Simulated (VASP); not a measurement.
The system is TaN.

```xyz
2
Lattice="0.0000 2.1662 2.1662 2.1662 0.0000 2.1662 2.1662 2.1662 0.0000" Properties=species:S:1:pos:R:3 pbc="T T T"
Ta    2.1662    2.1662    2.1662
N     0.0000    0.0000    0.0000
```

Base run:

```yaml
Program: VASP 6.6.1
Functional: r2SCAN
Potentials_or_basis: VASP PAW PBE potentials, release 64 (Ta_sv_GW, N)
Cutoff: 660 eV
k_mesh: 10 × 10 × 10
Occupations: fermi-dirac, width 0.05 eV
Spin: no spin polarisation
```

Its results: band gap on the k mesh zero (band 9 reaches 16.66 eV, above the bottom of band 10 at 12.29 eV); pressure 17.0 GPa.

The run is repeated on the same cell with these changes: functional from r2SCAN to PBE; cutoff from 660 eV to 600 eV. What comes out?

Band gap on the k mesh zero (band 9 reaches 16.57 eV, above the bottom of band 10 at 12.29 eV); pressure 21.8 GPa.

Caveats: spin-orbit coupling is left out, which moves the levels of the heavy elements; the PAW data sets were made with another functional, which shifts forces and pressure a little (some runs).
